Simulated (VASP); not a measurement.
Here is a VASP 6.6.1 calculation.

Contents of POSCAR:

```
AlRu
1.0
    2.9715215427      0.0000000000      0.0000000000
    0.0000000000      2.9715215427      0.0000000000
    0.0000000000      0.0000000000      2.9715215427
Ru Al
1 1
Direct
    0.5000000000      0.5000000000      0.5000000000
    0.0000000000      0.0000000000      0.0000000000
```

INCAR.step1

```
SYSTEM = AlRu
PREC     = Accurate       ! precision mode
ENCUT    = 550            ! plane-wave cutoff, eV
ISMEAR   = -1             ! smearing method
SIGMA    = 0.05           ! smearing width, eV
LREAL    = .FALSE.        ! projectors in reciprocal space
LASPH    = .TRUE.         ! aspherical terms in the spheres
NELM     = 120            ! most SCF steps
NBANDS   = 16             ! bands
GGA      = PE             ! functional
ALGO     = Normal         ! electronic algorithm
EDIFF    = 1E-5           ! SCF threshold, eV
LWAVE    = .TRUE.         ! write WAVECAR
LCHARG   = .FALSE.        ! write CHGCAR
GGA_COMPAT= .FALSE.
```

The input INCAR.step2:

```
SYSTEM = AlRu
PREC     = Accurate       ! precision mode
ENCUT    = 550            ! plane-wave cutoff, eV
EDIFF    = 1E-6           ! SCF threshold, eV
ISMEAR   = -1             ! smearing method
SIGMA    = 0.05           ! smearing width, eV
LREAL    = .FALSE.        ! projectors in reciprocal space
LASPH    = .TRUE.         ! aspherical terms in the spheres
NELM     = 120            ! most SCF steps
ALGO     = Normal         ! electronic algorithm
ISIF     = 2              ! what is computed and relaxed
LWAVE    = .FALSE.        ! write WAVECAR
LCHARG   = .FALSE.        ! write CHGCAR
METAGGA  = R2SCAN         ! meta-GGA
LMIXTAU  = .TRUE.       
NBANDS   = 16             ! bands
ISTART   = 1            
GGA_COMPAT= .FALSE.
```

KPOINTS

```
regular mesh
0
G
  9 9 9
  0 0 0
```

Potentials or basis: VASP PAW PBE potentials, release 64 (Ru_pv, Al).

The run is started by

```sh
$ cat potpaw_PBE.64/Ru_pv/POTCAR potpaw_PBE.64/Al/POTCAR > POTCAR
$ cp INCAR.step1 INCAR
$ mpirun -np 1 vasp_std > vasp.out
$ cp INCAR.step2 INCAR
$ mpirun -np 1 vasp_std > vasp.out
```

(1) What does it give for the pressure?

(2) Estimate the band gap on the k mesh.

Answers

(1) 2.6 GPa.

(2) zero (an odd number of electrons rules out a gap without spin polarisation).

Caveat: the PAW data sets were made with another functional, which shifts forces and pressure a little.
